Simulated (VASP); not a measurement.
**Pd: relaxation of cell and atoms with revPBE+D3(BJ)**

Pd:

```
CELL_PARAMETERS angstrom
2.78367 0.00000 0.00000
-1.39183 2.41072 0.00000
0.00000 0.00000 4.62889
ATOMIC_POSITIONS crystal
Pd 0.33333 0.66667 0.25000
Pd 0.66667 0.33333 0.75000
```

| Item | Value |
| --- | --- |
| Program | VASP 6.6.1 |
| Task | relaxation of cell and atoms |
| Functional | revPBE |
| Dispersion | D3(BJ) |
| Potentials or basis | VASP PAW PBE potentials, release 64 (Pd) |
| Cutoff | 600 eV |
| k mesh | 11 × 11 × 6 |
| Occupations | fermi-dirac, width 0.05 eV |
| Spin | no spin polarisation |
| Dipole correction | no |
| Further INCAR settings | ALGO = Fast; EDIFF = 1e-07; IBRION = 2; EDIFFG = -0.01; NSW = 60; ISIF = 3 |

The relaxed volume is 14.49 Å³/atom and the relaxed cell is a = 2.719 Å, b = 2.719 Å, c = 4.524 Å, α = 90.00°, β = 90.00°, γ = 120.00°. The space group after relaxing (to 0.05 Å) is P6_3/mmc (No. 194) and the energy gained by relaxing is 40.6 meV/atom. The ionic steps are 4, the pressure after relaxing is 0.0 GPa and the band gap on the k mesh is zero (band 10 reaches 10.32 eV, above the bottom of band 11 at 9.44 eV). The dispersion energy per atom is -1.299 eV.

Stress tensor (GPa, compression positive):
```
-0.08  0.00  0.00
 0.00 -0.08  0.00
 0.00  0.00  0.04
```

The path:
| step | energy change (eV) | largest force (eV/Å) | pressure (GPa) | volume (Å³) |
| --- | --- | --- | --- | --- |
| 1 | 0.0000 | 0.0000 | -11.44 | 31.06 |
| 2 | 0.1025 | 0.0000 | 24.83 | 26.34 |
| 3 | -0.0812 | 0.0000 | -0.30 | 29.01 |
| 4 | -0.0812 | 0.0000 | -0.04 | 28.97 |

Final structure:
```cif
data_structure
_symmetry_space_group_name_H-M 'P 1'
_symmetry_Int_Tables_number 1
_cell_length_a 2.7193
_cell_length_b 2.7193
_cell_length_c 4.5244
_cell_angle_alpha 90.000
_cell_angle_beta 90.000
_cell_angle_gamma 120.000
_cell_volume 28.97
loop_
_atom_site_label
_atom_site_type_symbol
_atom_site_fract_x
_atom_site_fract_y
_atom_site_fract_z
_atom_site_occupancy
Pd1 Pd 0.33333 0.66667 0.25000 1
Pd2 Pd 0.66667 0.33333 0.75000 1
```

Levels at points of the mesh, in eV from the Fermi level:
```tsv
k point	band 6	band 7	band 8	band 9	band 10	band 11	band 12	band 13	band 14
(0.00, 0.00, 0.00)	-2.47	-2.47	-1.74	-1.74	-0.26	-0.26	0.83	7.19	17.16
(0.00, 0.00, 0.50)	-2.88	-2.88	-2.88	-0.74	-0.74	-0.74	-0.74	14.28	14.28
```

Wall time 79 s on 1 thread of Intel(R) Xeon(R) Platinum 8259CL CPU @ 2.50GHz (Skylake/Cascade Lake), with other jobs on the host, peak memory 0.19 GiB.

Caveat: the PAW data sets were made with another functional, which shifts forces and pressure a little; pairwise dispersion overbinds metals, which lowers pressure and volume.
